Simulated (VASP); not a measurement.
Here is a VASP 6.6.1 calculation.

The input INCAR:

```
SYSTEM = BaMg3H3
  PREC = Accurate
  ENCUT = 520
  EDIFF = 1E-7
  ISMEAR = 0
  SIGMA = 0.1
  LREAL = .False.
  LASPH = .True.
  NELM = 80
  ALGO = Normal
  ISIF = 2
  LWAVE = .False.
  LCHARG = .False.
  GGA = PE
  NBANDS = 18
```

File KPOINTS:

```
regular mesh
0
Gamma
  4 4 4
  0 0 0
```

File POSCAR:

```
BaMg3H3
1.0
    4.3880733904      0.0000000000      0.0000000000
    0.0000000000      4.3880733904      0.0000000000
    0.0000000000      0.0000000000      7.0053863688
Ba Mg H
1 3 3
Direct
    0.0000000000      0.0000000000      0.6317297025
    0.5000000000      0.0000000000      0.0721078295
    0.0000000000      0.5000000000      0.0721078295
    0.5000000000      0.5000000000      0.3756403017
    0.5000000000      0.5000000000      0.6508066517
    0.5000000000      0.0000000000      0.3904310175
    0.0000000000      0.5000000000      0.3904310175
```

Potentials or basis: VASP PAW PBE potentials, release 64 (Ba_sv, Mg, H).

Command:

```console
$ cat potpaw_PBE.64/Ba_sv/POTCAR potpaw_PBE.64/Mg/POTCAR potpaw_PBE.64/H/POTCAR > POTCAR
$ mpirun -np 1 vasp_std > vasp.out
```

Q: What does it give for the largest force?

A: 0.047 eV/Å.

Q: Estimate the pressure.

A: 0.1 GPa.

Forces in eV/Å, atoms in the order of the input:
```
Ba   0.000  0.000  0.047
Mg   0.000  0.000  0.010
Mg   0.000  0.000  0.010
Mg   0.000  0.000 -0.012
H    0.000  0.000 -0.024
H    0.000  0.000 -0.016
H    0.000  0.000 -0.016
```
